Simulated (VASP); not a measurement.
# Rb (I4/mmm) in VASP: a series of runs, part 2 of 2

VASP 6.6.1. The steps go on from the part before.

## Step 4: Single point, PBEsol (strain -0.025 along x and y, +0.025 along z)

The input, INCAR:

```
SYSTEM = Rb
ALGO = Fast
EDIFF = 1E-6
ENCUT = 520
GGA = PS
ISIF = 2
ISMEAR = 0
LASPH = .True.
LCHARG = .False.
LREAL = .False.
LWAVE = .False.
NBANDS = 10
NELM = 60
PREC = Accurate
SIGMA = 0.15
```

The input, KPOINTS:

```
k-points
0
Gamma
  12 12 12
  0 0 0
```

The input, POSCAR:

```
Rb
1.0
   -2.7358500000      2.7358500000      2.8761500000
    2.7358500000     -2.7358500000      2.8761500000
    2.7358500000      2.7358500000     -2.8761500000
Rb
1
Direct
    0.0000000000      0.0000000000      0.0000000000
```

Potentials or basis: VASP PAW PBE potentials, release 64 (Rb_sv).

Command:

```console
$ cat potpaw_PBE.64/Rb_sv/POTCAR > POTCAR
$ mpirun -np 1 vasp_std > vasp.out
```

OUTCAR:

```text
SYSTEM = Rb
   EDIFF = 1E-6
   ENCUT = 520
   GGA = PS
   ISIF = 2
   ISMEAR = 0
   LASPH = .True.
   LREAL = .False.
   NELM = 60
   PREC = Accurate

 ion  position               nearest neighbor table
   1  0.000  0.000  0.000-

  LATTYP: Found a body centered tetragonal cell.
 ALAT       =     5.4717000000
 C/A-ratio  =     1.0512820513

  Lattice vectors:

 A1 = (  -2.7358500000,   2.7358500000,   2.8761500000)
 A2 = (   2.7358500000,  -2.7358500000,   2.8761500000)
 A3 = (   2.7358500000,   2.7358500000,  -2.8761500000)

Analysis of symmetry for initial positions (statically):
=====================================================================
 Subroutine PRICEL returns:
 Original cell was already a primitive cell.

 Routine SETGRP: Setting up the symmetry group for a
 body centered tetragonal supercell.

 Subroutine GETGRP returns: Found 16 space group operations
 (whereof 16 operations were pure point group operations)
 out of a pool of 16 trial point group operations.

The static configuration has the point symmetry D_4h.
[... 156 lines left out ...]
  free energy    TOTEN  =        -1.02901632 eV

  energy without entropy =       -1.01799942  energy(sigma->0) =       -1.02350787

 E-fermi :   0.0652     XC(G=0):  -5.6601

 val. band max:        0.0450137063   @ k =   0.3333   0.1667   0.0000
 cond. band min:       0.0681956512   @ k =   0.5000   0.3333   0.0833
 fundamental gap:      0.0231819450
 Fermi energy:         0.0651556522

 k-point     1 :       0.0000    0.0000    0.0000
  band No.  band energies     occupation
      1     -28.7576      2.00000
      2     -12.7986      2.00000
      3     -12.7986      2.00000
      4     -12.7983      2.00000
      5      -1.9804      2.00000
      6       3.7234      0.00000
      7       3.7234      0.00000
      8       3.9788      0.00000
      9       4.6040      0.00000
     10       4.9647      0.00000
[... 287 lines left out ...]
 k-point    24 :      -0.4167    0.1667    0.0000
  band No.  band energies     occupation
      1     -28.7530      2.00000
      2     -12.8882      2.00000
      3     -12.8320      2.00000
      4     -12.8078      2.00000
      5      -0.4782      2.00000
      6       1.9064      0.00000
      7       2.5621      0.00000
      8       4.3535      0.00000
      9       4.7995      0.00000
     10       5.3729      0.00000

 [... further k-points ...]
[... 5 lines left out ...]
  --------------------------------------------------------------------------------------
  -------------------------------------------------------------------------------------
  Total        0.0088070      0.0088070      0.0035461      0.0000000      0.0000000      0.0000000
  in kB        0.1638635      0.1638635      0.0659790      0.0000000      0.0000000      0.0000000
  external PRESSURE =       0.1312353 kB  Pullay stress =       0.0000000 kB

 VOLUME and BASIS-vectors are now :
 -----------------------------------------------------------------------------
  energy-cutoff  :      520.00
  volume of cell :       86.11
      direct lattice vectors                 reciprocal lattice vectors
    -2.735850000  2.735850000  2.876150000     0.000000000  0.182758558  0.173843506
     2.735850000 -2.735850000  2.876150000     0.182758558  0.000000000  0.173843506
     2.735850000  2.735850000 -2.876150000     0.182758558  0.182758558  0.000000000

 POSITION                                       TOTAL-FORCE (eV/Angst)
 -----------------------------------------------------------------------------------
      0.00000      0.00000      0.00000        -0.000000      0.000000     -0.000000
 -----------------------------------------------------------------------------------
    total drift:                               -0.000000      0.000000      0.000000

  FREE ENERGIE OF THE ION-ELECTRON SYSTEM (eV)
  ---------------------------------------------------
  free  energy   TOTEN  =        -1.0290163184 eV

  energy  without entropy=       -1.0179994186  energy(sigma->0) =       -1.02350787
```

Wall time 36 s (1 thread of Intel Xeon 6975P-C (Granite Rapids), shared host); peak memory 0.29 GiB.

Results:

- Free energy: -1.0290 eV
- Pressure: 0.0 GPa

Levels at points of the mesh, in eV from the Fermi level:
| k point | band 1 | band 2 | band 3 | band 4 | band 5 | band 6 | band 7 | band 8 | band 9 |
| --- | --- | --- | --- | --- | --- | --- | --- | --- | --- |
| (0.00, 0.00, 0.00) | -28.82 | -12.86 | -12.86 | -12.86 | -2.05 | 3.66 | 3.66 | 3.91 | 4.54 |
| (0.50, 0.00, 0.00) | -28.82 | -12.98 | -12.90 | -12.86 | 0.20 | 0.79 | 2.69 | 4.29 | 5.34 |
| (0.50, 0.50, 0.00) | -28.82 | -12.98 | -12.91 | -12.87 | 0.29 | 0.91 | 2.43 | 4.52 | 5.18 |
| (0.50, 0.50, 0.50) | -28.81 | -12.95 | -12.94 | -12.94 | 1.16 | 1.30 | 3.06 | 3.56 | 3.56 |

Caveat: the cell differs from its parent crystal (strain -0.025 along x and y, +0.025 along z); the PAW data sets were made with another functional, which shifts forces and pressure a little.

## Step 5: Single point, PBEsol (strain -0.025 along x and y, +0.050 along z)

The input, INCAR:

```
SYSTEM = Rb
PREC = Accurate
ENCUT = 520
EDIFF = 1E-6
ISMEAR = 0
SIGMA = 0.15
LREAL = .FALSE.
LASPH = .TRUE.
NELM = 60
ALGO = Fast
ISIF = 2
LWAVE = .FALSE.
LCHARG = .TRUE.
GGA = PS
LELF = .TRUE.
LVHAR = .TRUE.
NBANDS = 10
```

The input, KPOINTS:

```
regular mesh
0
G
  12 12 12
  0 0 0
```

The input, POSCAR:

```
Rb
1.0
   -2.7358500000      2.7358500000      2.9463000000
    2.7358500000     -2.7358500000      2.9463000000
    2.7358500000      2.7358500000     -2.9463000000
Rb
1
Direct
    0.0000000000      0.0000000000      0.0000000000
```

Command:

```console
$ cat potpaw_PBE.64/Rb_sv/POTCAR > POTCAR
$ mpirun -np 1 vasp_std > vasp.out
```

It took 39 s on 1 thread of Intel Xeon 6975P-C (Granite Rapids), shared host; peak memory 0.29 GiB.

Results (log left out):

```yaml
Free_energy: -1.0287 eV
Pressure: -0.1 GPa
```

Levels at points of the mesh, in eV from the Fermi level:
```tsv
k point	band 3	band 4	band 5	band 6	band 7	band 8
(0.00, 0.00, 0.00)	-12.88	-12.88	-2.01	3.61	3.61	3.97
(0.50, 0.00, 0.00)	-12.91	-12.88	0.19	0.75	2.74	4.19
(0.50, 0.50, 0.00)	-12.92	-12.89	0.32	0.93	2.35	4.52
(0.50, 0.50, 0.50)	-12.95	-12.95	1.14	1.35	2.85	3.58
```

Caveat: the cell differs from its parent crystal (strain -0.025 along x and y, +0.050 along z); the PAW data sets were made with another functional, which shifts forces and pressure a little.

## Step 6: Single point, PBEsol (strain +0.025 along x and y, -0.050 along z)

The input, INCAR:

```
SYSTEM = Rb
  PREC = Accurate
  ENCUT = 520
  EDIFF = 1E-7
  ISMEAR = 0
  SIGMA = 0.15
  LREAL = .False.
  LASPH = .True.
  NELM = 100
  ALGO = Fast
  ISIF = 2
  LWAVE = .False.
  LCHARG = .False.
  GGA = PS
  NBANDS = 10
```

The input, KPOINTS:

```
regular mesh
0
Gamma
  12 12 12
  0 0 0
```

The input, POSCAR:

```
Rb
1.0
   -2.8761500000      2.8761500000      2.6657000000
    2.8761500000     -2.8761500000      2.6657000000
    2.8761500000      2.8761500000     -2.6657000000
Rb
1
Direct
    0.0000000000      0.0000000000      0.0000000000
```

Potentials or basis: VASP PAW PBE potentials, release 64 (Rb_sv).

Command:

```console
$ cat potpaw_PBE.64/Rb_sv/POTCAR > POTCAR
$ mpirun -np 1 vasp_std > vasp.out
```

OUTCAR:

```text
SYSTEM = Rb
   PREC = Accurate
   ENCUT = 520
   EDIFF = 1E-7
   ISMEAR = 0
   LREAL = .False.
   LASPH = .True.
   NELM = 100
   ISIF = 2
   GGA = PS

 ion  position               nearest neighbor table
   1  0.000  0.000  0.000-

  LATTYP: Found a body centered tetragonal cell.
 ALAT       =     5.7523000000
 C/A-ratio  =     0.9268292683

  Lattice vectors:

 A1 = (  -2.8761500000,   2.8761500000,   2.6657000000)
 A2 = (   2.8761500000,  -2.8761500000,   2.6657000000)
 A3 = (   2.8761500000,   2.8761500000,  -2.6657000000)
[... 492 lines left out ...]

 [... further k-points ...]

------------------------ aborting loop because EDIFF is reached ----------------------------------------

  FORCE on cell =-STRESS in cart. coord.  units (eV):
  Direction    XX          YY          ZZ          XY          YZ          ZX
  --------------------------------------------------------------------------------------
  -------------------------------------------------------------------------------------
  Total       -0.0380131     -0.0380131     -0.0146130      0.0000000     -0.0000000      0.0000000
  in kB       -0.6904776     -0.6904776     -0.2654327      0.0000000     -0.0000000      0.0000000
  external PRESSURE =      -0.5487960 kB  Pullay stress =       0.0000000 kB

 VOLUME and BASIS-vectors are now :
 -----------------------------------------------------------------------------
  energy-cutoff  :      520.00
  volume of cell :       88.21
      direct lattice vectors                 reciprocal lattice vectors
    -2.876150000  2.876150000  2.665700000     0.000000000  0.173843506  0.187567993
     2.876150000 -2.876150000  2.665700000     0.173843506  0.000000000  0.187567993
     2.876150000  2.876150000 -2.665700000     0.173843506  0.173843506  0.000000000

 POSITION                                       TOTAL-FORCE (eV/Angst)
 -----------------------------------------------------------------------------------
      0.00000      0.00000      0.00000        -0.000000     -0.000000     -0.000000
 -----------------------------------------------------------------------------------
    total drift:                               -0.000000      0.000000      0.000000

  FREE ENERGIE OF THE ION-ELECTRON SYSTEM (eV)
  ---------------------------------------------------
  free  energy   TOTEN  =        -1.0283984478 eV

  energy  without entropy=       -1.0178227865  energy(sigma->0) =       -1.02311062
```

stdout:

```text
POSCAR found type information on POSCAR Rb
 POSCAR found :  1 types and       1 ions
 scaLAPACK will be used
 -----------------------------------------------------------------------------
|                                                                             |
|                                                                             |
|     You enforced a specific xc type in the INCAR file but a different       |
|     I HOPE YOU KNOW WHAT YOU ARE DOING!                                     |
|                                                                             |
 -----------------------------------------------------------------------------

 LDA part: xc-table for (Slater+PW92), standard interpolation
 POSCAR, INCAR and KPOINTS ok, starting setup
 FFT: planning ... GRIDC
 FFT: planning ... GRID_SOFT
 FFT: planning ... GRID
 WAVECAR not read
 entering main loop
WARNING in EDDRMM: call to ZHEGV failed, returncode =   6  3      5
WARNING in EDDRMM: call to ZHEGV failed, returncode =   8  4      8
```

It took 46 s on 1 thread of Intel Xeon 6975P-C (Granite Rapids), shared host; peak memory 0.28 GiB.

What came out:

| Quantity | Value |
| --- | --- |
| Free energy | -1.0284 eV |
| Pressure | -0.1 GPa |

Caveat: the cell differs from its parent crystal (strain +0.025 along x and y, -0.050 along z); the PAW data sets were made with another functional, which shifts forces and pressure a little.

## Step 7: Overview

| cell | further INCAR settings | gap on the mesh (eV) | pressure (GPa) |
| --- | --- | --- | --- |
| a = 4.785 Å, angles 112.3, 112.3, 104.0°, 1 atom | ALGO = Fast; EDIFF = 1e-06; NBANDS = 10 | none | 0.1 |
| a = 4.781 Å, angles 108.1, 108.1, 112.2°, 1 atom | ALGO = Fast; EDIFF = 1e-07; NBANDS = 10 | none | 0.1 |
| a = 4.821 Å, angles 110.8, 110.8, 106.7°, 1 atom | ALGO = Fast; EDIFF = 1e-06; NBANDS = 10 | none | 0.0 |
| a = 4.863 Å, angles 111.5, 111.5, 105.4°, 1 atom | ALGO = Fast; EDIFF = 1e-06; NBANDS = 10 | none | -0.1 |
| a = 4.863 Å, angles 107.5, 107.5, 113.5°, 1 atom | ALGO = Fast; EDIFF = 1e-07; NBANDS = 10 | none | -0.1 |

Alike in all rows: task single point; level PBEsol; potentials or basis VASP PAW PBE potentials, release 64 (Rb_sv); no spin polarisation; k mesh 12 × 12 × 12; cutoff (eV) 520; smearing gaussian 0.15 eV.

Caveats: the PAW data sets were made with another functional, which shifts forces and pressure a little.

Total energies depend on the potentials used, so only differences within one code and one set of settings carry meaning.
